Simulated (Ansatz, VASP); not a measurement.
## One calculation of Si5Ge, two programs

```
Si Ge
1.0
     4.81430    0.00000    0.00000
    -2.40715    4.16930    0.00000
     0.00000    0.00000    4.59396
Si Ge
5 1
Direct
  0.66667 0.33333 0.00000
  0.33333 0.66667 0.00000
  0.35535 0.00000 0.50000
  0.00000 0.35535 0.50000
  0.64465 0.64465 0.50000
  0.00000 0.00000 0.00000
```

Alike in both runs: functional PBE; k mesh 12 × 12 × 8; occupations gaussian, width 0.1 eV; no spin polarisation.

Ansatz relaxed the structure, and its values are those at the end. VASP's run is a single point on that final structure, the one shown.

```csv
,VASP,Ansatz
version,VASP 6.6.1,Ansatz 0.2.0
potentials or method,"VASP PAW PBE potentials, release 64 (Si, Ge_d), cutoff 520 eV","scalar-relativistic, plane waves, PAW"
valence electrons in the cell,34,34
```

|  | VASP | Ansatz | Ansatz less VASP |
| --- | --- | --- | --- |
| gap on the k mesh at the Fermi level (eV) | none | none | - |
| pressure (GPa) | 0.0 | 0.0 | +0.04 |

A gap of «none» marks a metal or a gap that the smearing closes. The functional is the same, so the differences come from potentials, cutoffs and numerics.
